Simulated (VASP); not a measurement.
A run of VASP 6.6.1:

Contents of INCAR:

```
SYSTEM = CoO
ALGO = Normal
EDIFF = 1E-6
ENCUT = 520
ISIF = 2
ISMEAR = 0
ISPIN = 2
LASPH = .True.
LCHARG = .False.
LMAXMIX = 4
LORBIT = 11
LREAL = .False.
LWAVE = .False.
MAGMOM = 3.2 3.2 0 0
NBANDS = 27
NELM = 150
PREC = Accurate
SIGMA = 0.05
```

File KPOINTS:

```
k-points
0
Gamma
  10 10 10
  0 0 0
```

The input POSCAR:

```
CoO
1.0
    1.6022198400      0.9250420600      5.1329417800
   -1.6022198400      0.9250420600      5.1329417800
    0.0000000000     -1.8500841100      5.1329417800
Co O
2 2
Direct
    0.9994877300      0.9994877300      0.9994877300
    0.4994905900      0.4994905900      0.4994905900
    0.3754955300      0.3754955300      0.3754955300
    0.8755255000      0.8755255000      0.8755255000
```

Potentials or basis: VASP PAW LDA potentials, release 64 (Co, O).

Launch:

```sh
$ cat potpaw_LDA.64/Co/POTCAR potpaw_LDA.64/O/POTCAR > POTCAR
$ mpirun -np 1 vasp_std > vasp.out
```

Hardware: 1 thread of AMD EPYC 7R43 64-Core Processor (Zen 3) (shared host).

**Question.** How long does it take, and how much memory?

**Answer.** Wall time 15 min on 1 thread of AMD EPYC 7R43 64-Core Processor (Zen 3), on a shared host, peak memory 0.31 GiB. Counts: scf iterations 16, k points 116.
